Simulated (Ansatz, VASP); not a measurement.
**SnSe2 in VASP and in Ansatz**

```
Sn Se
1.0
     3.87165    0.00000    0.00000
    -1.93582    3.35294    0.00000
     0.00000    0.00000    6.99364
Sn Se
1 2
Cartesian
  0.0000 0.0000 0.0000
  0.0000 2.2353 1.5946
  1.9358 1.1176 5.3990
```

Alike in both runs: task electric field gradients; functional PBE; k mesh 11 × 11 × 6; occupations fermi-dirac, width 0.05 eV; no spin polarisation.

|  | VASP | Ansatz |
| --- | --- | --- |
| version | VASP 6.6.1 | Ansatz 0.2.0 |
| potentials or method | VASP PAW PBE potentials, release 64 (Sn_d, Se) | PAW with Ansatz's default frozen-core files, scalar-relativistic |
| plane-wave cutoff (eV) | 520 | 420 |
| valence electrons in the cell | 26 | 46 |

|  | VASP | Ansatz | Ansatz less VASP |
| --- | --- | --- | --- |
| pressure (GPa) | 0.1 | 0.0 | -0.05 |
| rms of the force components (eV/Å) | 0.006 | 0.000 | -0.0058 |
| size of Vzz on the site where it differs most (V/Å²) | 77.7 | 79.9 | +2.24 |

Atom by atom the forces differ by 0.006 eV/Å (rms over components). VASP's potentials hold 26 valence electrons a cell and Ansatz's 46, so a difference there can come from the potentials and not from the codes.
